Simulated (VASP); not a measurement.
**In3As: single point with PBE**

In3As:

```
In As
1.0
     4.54367    0.00000    0.00000
     0.00000    4.54367    0.00000
     0.00000    0.00000    4.54367
In As
3 1
Direct
  0.50000 0.50000 0.00000
  0.50000 0.00000 0.50000
  0.00000 0.50000 0.50000
  0.00000 0.00000 0.00000
```

```yaml
Program: VASP 6.6.1
Task: single point
Functional: PBE
Potentials_or_basis: VASP PAW PBE potentials, release 64 (In_d, As)
Cutoff: 520 eV
k_mesh: 6 × 6 × 6
Occupations: fermi-dirac, width 0.05 eV
Spin: no spin polarisation
Dipole_correction: no
Further_INCAR_settings: ALGO = Normal; EDIFF = 1e-06; NBANDS = 30
```

The pressure is 5.0 GPa and the band gap on the k mesh is zero (band 22 reaches 8.24 eV, above the bottom of band 23 at 3.86 eV).

Levels at points of the mesh, in eV from the Fermi level:
```
           k point  band 18  band 19  band 20  band 21  band 22  band 23  band 24  band 25  band 26  band 27
(0.00, 0.00, 0.00)    -3.20    -3.20    -3.20    -1.75    -1.75     2.17     2.17     2.17     4.77     4.77
(0.50, 0.00, 0.00)    -4.33    -1.79    -1.79    -0.92    -0.17    -0.17    -0.03     1.36     4.99     4.99
(0.50, 0.50, 0.00)    -6.27    -6.16    -0.88    -0.43     0.61     0.61     1.93     1.93     1.96     2.20
(0.50, 0.50, 0.50)    -4.40    -4.40    -4.28    -4.28    -4.28    -3.74     5.09     5.09     5.09     9.39
```

Wall time 67 s on 1 thread of AMD EPYC 7R43 64-Core Processor (Zen 3), with other jobs on the host, peak memory 0.18 GiB.

Caveat: spin-orbit coupling is left out, which moves the levels of the heavy elements.
